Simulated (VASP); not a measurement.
CuRu2:

```
CELL_PARAMETERS angstrom
0.00000 3.42203 3.42203
3.42203 0.00000 3.42203
3.42203 3.42203 0.00000
ATOMIC_POSITIONS crystal
Cu 0.50000 0.50000 0.50000
Cu 0.75000 0.75000 0.75000
Ru 0.12500 0.12500 0.12500
Ru 0.62500 0.12500 0.12500
Ru 0.12500 0.62500 0.12500
Ru 0.12500 0.12500 0.62500
```

The cell was generated, and may not be a known phase.

```yaml
Program: VASP 6.6.1
Task: relaxation of cell and atoms
Functional: PBE
Potentials_or_basis: VASP PAW PBE potentials, release 64 (Cu, Ru_pv)
Cutoff: 600 eV
k_mesh: 4 × 4 × 4
Occupations: gaussian, width 0.1 eV
Spin: no spin polarisation
```

At the start: pressure 27.4 GPa; volume 13.36 Å³/atom.

Q: Where does the relaxation end?

A: Over 4 steps the energy falls by 116.3 meV/atom and the volume is 14.89 Å³/atom (+11.4 %); space group Fd-3m (No. 227, to 0.1 Å) before and after.

The path:
| step | energy change (eV) | largest force (eV/Å) | pressure (GPa) | volume (Å³) |
| --- | --- | --- | --- | --- |
| 1 | 0.0000 | 0.0000 | 27.44 | 80.15 |
| 2 | 1.2397 | 0.0000 | -24.67 | 109.72 |
| 3 | -0.6951 | 0.0000 | -1.37 | 89.85 |
| 4 | -0.6978 | 0.0000 | -0.26 | 89.31 |

Final structure:
```cif
data_structure
_symmetry_space_group_name_H-M 'P 1'
_symmetry_Int_Tables_number 1
_cell_length_a 5.0174
_cell_length_b 5.0174
_cell_length_c 5.0174
_cell_angle_alpha 60.000
_cell_angle_beta 60.000
_cell_angle_gamma 60.000
_cell_volume 89.31
loop_
_atom_site_label
_atom_site_type_symbol
_atom_site_fract_x
_atom_site_fract_y
_atom_site_fract_z
_atom_site_occupancy
Cu1 Cu 0.50000 0.50000 0.50000 1
Cu2 Cu 0.75000 0.75000 0.75000 1
Ru1 Ru 0.12500 0.12500 0.12500 1
Ru2 Ru 0.62500 0.12500 0.12500 1
Ru3 Ru 0.12500 0.62500 0.12500 1
Ru4 Ru 0.12500 0.12500 0.62500 1
```

Caveat: the k points lie up to 0.38 Å⁻¹ apart in the final cell, too coarse for converged energies and pressures of a metal.
